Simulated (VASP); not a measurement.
A run of VASP 6.6.1 is set up as follows.

The input INCAR:

```
  PREC = Accurate
  ENCUT = 520
  EDIFF = 1E-6
  ISMEAR = 0
  SIGMA = 0.1
  LREAL = F
  LASPH = T
  NELM = 60
  ALGO = Normal
  ISIF = 2
  LWAVE = F
  LCHARG = T
  GGA = PE
  LELF = T
  LVHAR = T
  NBANDS = 26
```

The input KPOINTS:

```
Automatic mesh
0
Gamma
  4 4 4
```

File POSCAR:

```
Si2IrPd2
1.0
    4.4091612000      0.0000000000      0.0000000000
    0.0000000000      4.4091612000      0.0000000000
    0.0000000000      0.0000000000      4.6808535000
Si Pd Ir
2 2 1
Direct
    0.0000000000      0.5000000000      0.5000000000
    0.5000000000      0.0000000000      0.5000000000
    0.0000000000      0.0000000000      0.7458614200
    0.0000000000      0.0000000000      0.2541385800
    0.5000000000      0.5000000000      0.0000000000
```

Potentials or basis: VASP PAW PBE potentials, release 64 (Si, Pd, Ir).

Launch:

```sh
$ cat potpaw_PBE.64/Si/POTCAR potpaw_PBE.64/Pd/POTCAR potpaw_PBE.64/Ir/POTCAR > POTCAR
$ mpirun -np 1 vasp_std > vasp.out
```

Q: Estimate the pressure.

A: -6.0 GPa.

Q: Predict the largest force.

A: 3.149 eV/Å.

Stress tensor (GPa, compression positive):
```
-18.47   0.00   0.00
  0.00 -18.47   0.00
  0.00   0.00  19.03
```

Caveat: forces of over 1 eV/Å act on the atoms, so gaps and moduli don't describe the material at rest.
